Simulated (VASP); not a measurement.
Write the native input for VASP 6.6.1 that does the following.

```yaml
Task: relaxation of cell and atoms
Functional: PBEsol
Potentials_or_basis: VASP PAW PBE potentials, release 64 (C)
Cutoff: 600 eV
k_mesh: 6 × 6 × 4
Occupations: gaussian, width 0.1 eV
Spin: no spin polarisation
Dipole_correction: no
Further_INCAR_settings: ALGO = Normal; EDIFF = 1e-07; IBRION = 2; EDIFFG = -0.04; NSW = 90; ISIF = 3
```

The structure of C lies in POSCAR:

```
C
1.0
    1.8919426155     -3.2064918765      0.0000000000
    1.8919426155      3.2064918765      0.0000000000
    0.0000000000      0.0000000000      3.7889184435
C
4
Direct
    0.1525000000      0.8475000000      0.0785000000
    0.6525000000      0.3475000000      0.4215000000
    0.8475000000      0.1525000000      0.9215000000
    0.3475000000      0.6525000000      0.5785000000
```

These files were run (other wordings do the same):

INCAR

```
PREC     = Accurate       # precision mode
ENCUT    = 600            # plane-wave cutoff, eV
EDIFF    = 1E-7           # SCF threshold, eV
ISMEAR   = 0              # smearing method
SIGMA    = 0.1            # smearing width, eV
LREAL    = F              # projectors in reciprocal space
LASPH    = T              # aspherical terms in the spheres
NELM     = 80             # most SCF steps
ALGO     = Normal         # electronic algorithm
ISIF     = 3              # what is computed and relaxed
LWAVE    = F              # write WAVECAR
LCHARG   = F              # write CHGCAR
GGA      = PS             # functional
IBRION   = 2              # ionic algorithm
NSW      = 90             # ionic steps
EDIFFG   = -0.04          # ionic threshold
```

KPOINTS

```
regular mesh
0
Gamma
  6 6 4
```

Potentials or basis: VASP PAW PBE potentials, release 64 (C).

Command:

```sh
$ cat potpaw_PBE.64/C/POTCAR > POTCAR
$ mpirun -np 1 vasp_std > vasp.out
```

It gave:

| Quantity | Value |
| --- | --- |
| Relaxed volume | 7.56 Å³/atom |
| Relaxed cell | a = 3.590 Å, b = 3.590 Å, c = 2.457 Å, α = 90.00°, β = 90.00°, γ = 72.68° |
| Space group after relaxing (to 0.05 Å) | Fmmm (No. 69) |
| Energy gained by relaxing | 4336.9 meV/atom |
| Ionic steps | 29 |
| Pressure after relaxing | 0.2 GPa |
| Largest force after relaxing | 0.016 eV/Å |
| Band gap on the k mesh | zero (band 8 reaches 6.81 eV, above the bottom of band 9 at 6.42 eV) |

Caveat: the k points lie up to 0.64 Å⁻¹ apart in the final cell; the volume moved by over 15 % at a fixed basis, so the end points are rough; the PAW data sets were made with another functional, which shifts forces and pressure a little.

Wall time 4.9 min on 1 thread of Intel(R) Xeon(R) Platinum 8488C (Sapphire Rapids) (shared host), peak memory 0.17 GiB.
